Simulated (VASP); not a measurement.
**PbO2: single point with r2SCAN**

The system is PbO2.

```xyz
3
Lattice="0.0000 2.6582 2.6582 2.6582 0.0000 2.6582 2.6582 2.6582 0.0000" Properties=species:S:1:pos:R:3 pbc="T T T"
Pb    0.0000    0.0000    0.0000
O     1.3291    1.3291    1.3291
O     3.9873    3.9873    3.9873
```

```yaml
Program: VASP 6.6.1
Task: single point
Functional: r2SCAN
Potentials_or_basis: VASP PAW PBE potentials, release 64 (Pb_d, O)
Cutoff: 520 eV
k_mesh: 8 × 8 × 8
Occupations: fermi-dirac, width 0.02 eV
Spin: no spin polarisation
```

```yaml
Pressure: 1.2 GPa
Band_gap_on_the_k_mesh: zero (band 13 reaches 5.95 eV, above the bottom of band 14 at 4.60 eV)
```

Levels at points of the mesh, in eV from the Fermi level:
```
           k point  band 9  band 10  band 11  band 12  band 13  band 14  band 15  band 16  band 17  band 18
(0.00, 0.00, 0.00)   -2.17    -2.17    -2.13    -1.39    -1.39    -1.39     7.72     7.72     7.72    12.16
(0.50, 0.00, 0.00)   -3.60    -3.06    -3.06    -1.58    -1.58     3.14     7.76    10.62    10.62    15.36
(0.50, 0.50, 0.00)   -4.89    -4.89    -0.35    -0.21    -0.21     2.14     7.15     9.84    12.12    12.12
```

Wall time 50 s on 1 thread of Intel(R) Xeon(R) Platinum 8488C (Sapphire Rapids), on a shared host, peak memory 0.17 GiB.

Caveat: the PAW data sets were made with another functional, which shifts forces and pressure a little; spin-orbit coupling is left out, which moves the levels of the heavy elements.
